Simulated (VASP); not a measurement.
# O (P6_3/mmc) in VASP: a series of runs

Aim: see how the results for O move with the level of theory and the settings. Levels: PBEsol, LDA. Tasks: single point.

All numbers are computed with VASP 6.6.1; they aren't measurements. Logs are shortened: lines on timing, memory, paths and dates and some standing lists are left out, and cuts for length are marked.

## (1) The cell of the first run

It takes space group P6_3/mmc (No. 194, hexagonal). The conventional cell has a = 2.561 Å, b = 2.561 Å, c = 6.575 Å, α = 90.00°, β = 90.00°, γ = 120.00°. O (site symmetry 3m) has 1 O at 1.17 Å within 1.6 Å.

## (2) Single point, PBEsol

INCAR

```
  PREC = Accurate
  ENCUT = 600
  EDIFF = 1E-6
  ISMEAR = 1
  SIGMA = 0.02
  LREAL = False
  LASPH = True
  NELM = 120
  ALGO = Normal
  ISIF = 2
  LWAVE = False
  LCHARG = False
  GGA = PS
  NBANDS = 20
  GGA_COMPAT = False
```

KPOINTS

```
Automatic mesh
0
Gamma
  7 7 3
```

POSCAR

```
O
1.0
    2.5610000000      0.0000000000      0.0000000000
   -1.2805000000      2.2178910600      0.0000000000
    0.0000000000      0.0000000000      6.5750000000
O
4
Direct
    0.3333333300      0.6666666700      0.1610000000
    0.6666666700      0.3333333300      0.6610000000
    0.3333333300      0.6666666700      0.3390000000
    0.6666666700      0.3333333300      0.8390000000
```

Potentials or basis: VASP PAW PBE potentials, release 64 (O).

Run with:

```sh
cat potpaw_PBE.64/O/POTCAR > POTCAR
mpirun -np 1 vasp_std > vasp.out
```

OUTCAR:

```text
PREC = Accurate
   ENCUT = 600
   EDIFF = 1E-6
   ISMEAR = 1
   LREAL = False
   LASPH = True
   NELM = 120
   ISIF = 2
   GGA = PS

 ion  position               nearest neighbor table
   1  0.333  0.667  0.161-   3 1.17
   2  0.667  0.333  0.661-   4 1.17
   3  0.333  0.667  0.339-   1 1.17
   4  0.667  0.333  0.839-   2 1.17

  LATTYP: Found a hexagonal cell.
 ALAT       =     2.5610000000
 C/A-ratio  =     2.5673565014

  Lattice vectors:

 A1 = (   2.5610000000,   0.0000000000,   0.0000000000)
 A2 = (  -1.2805000000,   2.2178910600,   0.0000000000)
 A3 = (   0.0000000000,   0.0000000000,   6.5750000000)

Analysis of symmetry for initial positions (statically):
=====================================================================
 Subroutine PRICEL returns:
 Original cell was already a primitive cell.

 Routine SETGRP: Setting up the symmetry group for a
 hexagonal supercell.

 Subroutine GETGRP returns: Found 24 space group operations
 (whereof 12 operations were pure point group operations)
 out of a pool of 24 trial point group operations.

The static configuration has the point symmetry D_3d.
 The point group associated with its full space group is D_6h.

Analysis of symmetry for dynamics (positions and initial velocities):
=====================================================================
 Subroutine PRICEL returns:
 Original cell was already a primitive cell.

 Routine SETGRP: Setting up the symmetry group for a
 hexagonal supercell.

 Subroutine GETGRP returns: Found 24 space group operations
 (whereof 12 operations were pure point group operations)
 out of a pool of 24 trial point group operations.

The dynamic configuration has the point symmetry D_3d.
 The point group associated with its full space group is D_6h.

 Subroutine INISYM returns: Found 24 space group operations
 (whereof 12 operations are pure point group operations),
 and found     1 'primitive' translations

----------------------------------------------------------------------------------------

                                     Primitive cell

  volume of cell :      37.3461

  direct lattice vectors                    reciprocal lattice vectors
     2.561000000  0.000000000  0.000000000     0.390472472  0.225439387  0.000000000
    -1.280500000  2.217891060  0.000000000     0.000000000  0.450878773  0.000000000
     0.000000000  0.000000000  6.575000000     0.000000000  0.000000000  0.152091255

  length of vectors
     2.561000000  2.561000001  6.575000000     0.450878773  0.450878773  0.152091255

  position of ions in fractional coordinates (direct lattice)
     0.333333330  0.666666670  0.161000000
     0.666666670  0.333333330  0.661000000
     0.333333330  0.666666670  0.339000000
     0.666666670  0.333333330  0.839000000

  ion indices of the primitive-cell ions
   primitive index   ion index
                 1           1
                 2           2
                 3           3
                 4           4

----------------------------------------------------------------------------------------

 KPOINTS: Automatic mesh

Automatic generation of k-mesh.
 Grid dimensions read from file:
 generate k-points for:    7    7    3

 Generating k-lattice:

  Cartesian coordinates                     Fractional coordinates (reciprocal lattice)
     0.055781782  0.032205627  0.000000000     0.142857143  0.000000000  0.000000000
     0.000000000  0.064411253  0.000000000     0.000000000  0.142857143  0.000000000
     0.000000000  0.000000000  0.050697085     0.000000000  0.000000000  0.333333333

  Length of vectors
     0.064411253  0.064411253  0.050697085

  Shift w.r.t. Gamma in fractional coordinates (k-lattice)
     0.000000000  0.000000000  0.000000000

 Subroutine IBZKPT returns following result:
 ===========================================

 Found     16 irreducible k-points:

 Following reciprocal coordinates:
            Coordinates               Weight
  0.000000  0.000000  0.000000      1.000000
  0.142857 -0.000000  0.000000      6.000000
  0.285714 -0.000000  0.000000      6.000000
  0.428571 -0.000000  0.000000      6.000000
  0.142857  0.142857  0.000000      6.000000
  0.285714  0.142857  0.000000     12.000000
[... 8 lines left out ...]
  0.428571  0.142857  0.333333     12.000000
  0.285714  0.285714  0.333333     12.000000
   k-points           NKPTS =     16   k-points in BZ     NKDIM =     16   number of bands    NBANDS=     20
   number of dos      NEDOS =    301   number of ions     NIONS =      4
   total plane-waves  NPLWV =  21600
   dimension x,y,z NGX =    20 NGY =   20 NGZ =   54
   dimension x,y,z NGXF=    40 NGYF=   40 NGZF=  108
   ions per type =               4
   NGX,Y,Z   is equivalent  to a cutoff of  12.98, 12.98, 13.65 a.u.
   NGXF,Y,Z  is equivalent  to a cutoff of  25.97, 25.97, 27.31 a.u.
 SYSTEM =  unknown system
   PREC   = accura    normal or accurate (medium, high low for compatibility)
   ISTART =      0    job   : 0-new  1-cont  2-samecut
   ICHARG =      2    charge: 1-file 2-atom 10-const
   ISPIN  =      1    spin polarized calculation?
   LNONCOLLINEAR =      F non collinear calculations
   LSORBIT =      F    spin-orbit coupling
   LASPH  =      T    aspherical Exc in radial PAW
   ENCUT  =  600.0 eV  44.10 Ry    6.64 a.u.   5.11  5.11 13.13*2*pi/ulx,y,z
   NELM   =    120;   NELMIN=  2; NELMDL= -5     # of ELM steps
   EDIFF  = 0.1E-05   stopping-criterion for ELM
   LREAL  =      F    real-space projection
   EDIFFG = 0.1E-04   stopping-criterion for IOM
   NSW    =      0    number of steps for IOM
   IBRION =     -1    ionic relax: 0-MD 1-quasi-New 2-CG
   NFREE  =      0    steps in history (QN), initial steepest desc. (CG)
   ISIF   =      2    stress and relaxation
   ISYM   =      2    0-nonsym 1-usesym 2-fastsym
   POTIM  = 0.5000    time-step for ionic-motion
   TEBEG  =    0.0;   TEEND  =   0.0 temperature during run
   PSTRESS=    0.0 pullay stress
   NELECT =      24.0000    total number of electrons
   NUPDOWN=      -1.0000    fix difference up-down
   EMIN   =  10.00;   EMAX   =-10.00  energy-range for DOS
   EFERMI =   0.00;   METHOD = LEGACY
   ISMEAR =     1;   SIGMA  =   0.02  broadening in eV -4-tet -1-fermi 0-gaus
   EFERMI_NEDOS =   21; number of points for ismear=-14 and -15
   IALGO  =     38    algorithm
   IMIX   =      4    mixing-type and parameters
     AMIX     =   0.40;   BMIX     =  1.00
     AMIX_MAG =   1.60;   BMIX_MAG =  1.00
  volume/ion in A,a.u.               =       9.34        63.01
  Fermi-wavevector in a.u.,A,eV,Ry     =   1.412744  2.669699 27.155119  1.995845
  Thomas-Fermi vector in A             =   2.534461
   LORBIT       =      0    0 simple, 1 ext, 2 COOP (PROOUT), +10 PAW based schemes
   GGA     = PS    functional components
   LHFCALC =     F    Hartree Fock is set to
   AEXX    =    0.0000 exact exchange contribution
   IVDW    =     0    specifies the selected vdW correction
   LEPSILON=     F    determine dielectric tensor
   LRPA    =     F    only Hartree local field effects (RPA)
 non-spin polarized calculation
 Methfessel and Paxton  Order N= 1 SIGMA  =   0.02
  energy-cutoff  :      600.00
  volume of cell :       37.35
 maximum number of plane-waves:      1259
   NGX = 11   NGY = 11   NGZ = 27

 number of electron      24.0000001 magnetization

 Free energy of the ion-electron system (eV)
  ---------------------------------------------------
  ext. energy  EPLUGINS =         0.00000000
  ---------------------------------------------------
  free energy    TOTEN  =       -19.95664651 eV

  energy without entropy =      -19.95674118  energy(sigma->0) =      -19.95667806

 E-fermi :   2.2960     XC(G=0): -10.8492

 val. band max:        2.2226234175   @ k =   0.2857   0.2857   0.0000
 cond. band min:       2.3128465440   @ k =   0.4286   0.1429   0.3333
 fundamental gap:      0.0902231265
 Fermi energy:         2.2960088375

 k-point     1 :       0.0000    0.0000    0.0000
  band No.  band energies     occupation
      1     -26.6977      2.00000
      2     -26.5590      2.00000
      3     -13.6587      2.00000
      4     -11.7355      2.00000
      5      -7.8783      2.00000
      6      -4.8308      2.00000
[... 12 lines left out ...]
     19      17.5853      0.00000
     20      18.1320      0.00000

 k-point     2 :       0.1429   -0.0000    0.0000
  band No.  band energies     occupation
      1     -26.5541      2.00000
      2     -26.4276      2.00000
      3     -13.3858      2.00000
      4     -11.5916      2.00000
      5      -7.7799      2.00000
      6      -5.1795      2.00000
[... 12 lines left out ...]
     19      17.9124      0.00000
     20      18.2344      0.00000

 k-point     3 :       0.2857   -0.0000    0.0000
  band No.  band energies     occupation
      1     -26.2131      2.00000
      2     -26.1207      2.00000
      3     -12.6739      2.00000
      4     -11.2850      2.00000
      5      -7.6918      2.00000
      6      -6.4399      2.00000
[... 12 lines left out ...]
     19      18.2009      0.00000
     20      18.5193      0.00000

 k-point     4 :       0.4286   -0.0000    0.0000
  band No.  band energies     occupation
      1     -25.9141      2.00000
      2     -25.8656      2.00000
      3     -11.8992      2.00000
      4     -11.1400      2.00000
      5      -7.8810      2.00000
      6      -7.5112      2.00000
[... 245 lines left out ...]
 k-point    15 :       0.4286    0.1429    0.3333
  band No.  band energies     occupation
      1     -25.8203      2.00000
      2     -25.8048      2.00000
      3     -11.5299      2.00000
      4     -11.2909      2.00000
      5      -7.5511      2.00000
      6      -7.4062      2.00000
[... 12 lines left out ...]
     19      18.1600      0.00000
     20      18.6677      0.00000

 k-point    16 :       0.2857    0.2857    0.3333
  band No.  band energies     occupation
      1     -25.7852      2.00000
      2     -25.7734      2.00000
      3     -11.4440      2.00000
      4     -11.2533      2.00000
      5      -7.1363      2.00000
      6      -6.9308      2.00000
[... 12 lines left out ...]
     19      18.6546      0.00000
     20      18.6968      0.00000

------------------------ aborting loop because EDIFF is reached ----------------------------------------

  FORCE on cell =-STRESS in cart. coord.  units (eV):
  Direction    XX          YY          ZZ          XY          YZ          ZX
  --------------------------------------------------------------------------------------
  -------------------------------------------------------------------------------------
  Total       -1.4492897     -1.4492897     14.5857813      0.0000000     -0.0000000      0.0000000
  in kB      -62.1756348    -62.1756348    625.7411744      0.0000000     -0.0000000      0.0000000
  external PRESSURE =     167.1299683 kB  Pullay stress =       0.0000000 kB

 VOLUME and BASIS-vectors are now :
 -----------------------------------------------------------------------------
  energy-cutoff  :      600.00
  volume of cell :       37.35
      direct lattice vectors                 reciprocal lattice vectors
     2.561000000  0.000000000  0.000000000     0.390472472  0.225439387  0.000000000
    -1.280500000  2.217891060  0.000000000     0.000000000  0.450878773  0.000000000
     0.000000000  0.000000000  6.575000000     0.000000000  0.000000000  0.152091255

 POSITION                                       TOTAL-FORCE (eV/Angst)
 -----------------------------------------------------------------------------------
     -0.00000      1.47859      1.05858        -0.000000     -0.000000     -4.539479
      1.28050      0.73930      4.34608         0.000000      0.000000     -4.539479
     -0.00000      1.47859      2.22892        -0.000000     -0.000000      4.539479
      1.28050      0.73930      5.51642         0.000000      0.000000      4.539479
 -----------------------------------------------------------------------------------
    total drift:                               -0.000029      0.000017     -0.000005

  FREE ENERGIE OF THE ION-ELECTRON SYSTEM (eV)
  ---------------------------------------------------
  free  energy   TOTEN  =       -19.9566465075 eV

  energy  without entropy=      -19.9567411776  energy(sigma->0) =      -19.95667806
```

It took 11 s on 1 thread of Intel Xeon Platinum 8375C at 2.90GHz (Ice Lake), shared host; peak memory 0.14 GiB.

What came out:

```yaml
Free_energy: -19.9566 eV
Pressure: 16.7 GPa
Largest_force: 4.539 eV/Å
Band_gap_on_the_k_mesh: zero (bands 12 and 13 overlap by 1.75 eV)
```

Forces on the atoms (eV/Å):
```
O    0.000  0.000 -4.539
O    0.000  0.000 -4.539
O    0.000  0.000  4.539
O    0.000  0.000  4.539
```

Caveat: the k points lie up to 0.40 Å⁻¹ apart, too coarse for converged energies and pressures of a metal; the standard files for N, O and F lose accuracy on very short bonds; spin is off for a triplet molecule; this functional lacks dispersion, which holds the molecules together, so the pressure and a relaxed volume are unreliable; the PAW data sets were made with another functional, which shifts forces and pressure a little.

## (3) Single point, LDA

INCAR

```
SYSTEM = O
ALGO = Normal
EDIFF = 1E-6
ENCUT = 600
GGA_COMPAT = .FALSE.
ISIF = 2
ISMEAR = 1
LASPH = .TRUE.
LCHARG = .TRUE.
LELF = .TRUE.
LREAL = .FALSE.
LVHAR = .TRUE.
LWAVE = .FALSE.
NBANDS = 20
NELM = 120
PREC = Accurate
SIGMA = 0.02
```

KPOINTS

```
k-points
0
G
  7 7 3
  0 0 0
```

POSCAR is that of step 2.

Potentials or basis: VASP PAW LDA potentials, release 64 (O).

Run with:

```sh
cat potpaw_LDA.64/O/POTCAR > POTCAR
mpirun -np 1 vasp_std > vasp.out
```

Run time: 11 s. Hardware: 1 thread of Intel Xeon Platinum 8375C at 2.90GHz (Ice Lake), shared host; peak memory 0.13 GiB.

The run converged. Its results:

* Free energy: -21.5746 eV
* Pressure: 10.6 GPa
* Largest force: 4.149 eV/Å
* Band gap on the k mesh: zero (bands 12 and 13 overlap by 1.76 eV)

Forces on the atoms (eV/Å):
```
O    0.000  0.000 -4.149
O    0.000  0.000 -4.149
O    0.000  0.000  4.149
O    0.000  0.000  4.149
```

Stress tensor (GPa, compression positive):
```
-11.17   0.00   0.00
  0.00 -11.17   0.00
  0.00   0.00  54.14
```

Levels at points of the mesh, in eV from the Fermi level:
```
           k point  band 9  band 10  band 11  band 12  band 13  band 14  band 15  band 16
(0.00, 0.00, 0.00)   -6.12    -6.12     1.06     1.06     1.34     1.34     8.34     9.71
```

Caveat: the k points lie up to 0.40 Å⁻¹ apart, too coarse for converged energies and pressures of a metal; the standard files for N, O and F lose accuracy on very short bonds; spin is off for a triplet molecule; forces of over 1 eV/Å act on the atoms, so gaps and moduli don't describe the material at rest.

The gap in the log of VASP goes by the Fermi energy; the results here count the filled bands.